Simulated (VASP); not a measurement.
# SiC: single point with PBE

The system is SiC.

```
CELL_PARAMETERS angstrom
3.09199 0.00000 0.00000
-1.54599 2.67774 0.00000
0.00000 0.00000 5.07376
ATOMIC_POSITIONS crystal
Si 0.28931 0.64466 0.99637
Si 0.62264 0.31132 0.49637
C 0.33333 0.66667 0.38044
C 0.66667 0.33333 0.88044
```

This cell differs from its parent crystal: all Si atoms moved +0.125 Å, as atom 1 towards its neighbour atom 4 (C) at 1.893 Å.

```
Program                : VASP 6.6.1
Task                   : single point
Functional             : PBE
Potentials or basis    : VASP PAW PBE potentials, release 64 (Si, C)
Cutoff                 : 520 eV
k mesh                 : 12 × 12 × 6
Occupations            : gaussian, width 0.05 eV
Spin                   : no spin polarisation
Dipole correction      : no
Further INCAR settings : ALGO = Normal; EDIFF = 1e-06; NBANDS = 16
```

```
Pressure               : 2.0 GPa
Largest force          : 2.986 eV/Å
Band gap on the k mesh : 2.09 eV, indirect (least direct gap 3.90 eV)
```

Forces on the atoms (eV/Å):
```
Si   2.439  1.408  0.945
Si   1.750  1.011  0.885
C   -1.738 -1.003 -0.882
C   -2.452 -1.416 -0.948
```

Stress tensor (GPa, compression positive):
```
 4.48  0.96  4.24
 0.96  3.37  2.45
 4.24  2.45 -1.95
```

Levels at points of the mesh, in eV from the valence-band top:
| k point | band 6 | band 7 | band 8 | band 9 | band 10 | band 11 |
| --- | --- | --- | --- | --- | --- | --- |
| (0.00, 0.00, 0.00) | -0.56 | -0.34 | 0.00 | 4.22 | 5.63 | 6.14 |
| (0.50, 0.00, 0.00) | -3.76 | -3.45 | -1.66 | 2.35 | 3.96 | 6.43 |
| (0.00, 0.50, 0.00) | -3.65 | -3.46 | -1.62 | 2.28 | 3.86 | 6.33 |
| (0.00, 0.00, 0.50) | -1.57 | -0.71 | -0.66 | 5.28 | 5.29 | 6.40 |
| (0.50, 0.00, 0.50) | -2.61 | -2.60 | -2.45 | 2.87 | 2.94 | 4.48 |
| (0.00, 0.50, 0.50) | -2.91 | -2.40 | -2.28 | 2.86 | 2.90 | 4.56 |

It took 6.1 min on 1 thread of AMD EPYC 7R13 (shared host), peak memory 0.23 GiB.

Caveat: the cell differs from its parent crystal (all Si atoms moved +0.125 Å, as atom 1 towards its neighbour atom 4 (C) at 1.893 Å); forces of over 1 eV/Å act on the atoms, so gaps and moduli don't describe the material at rest. A k mesh can miss the band edges.
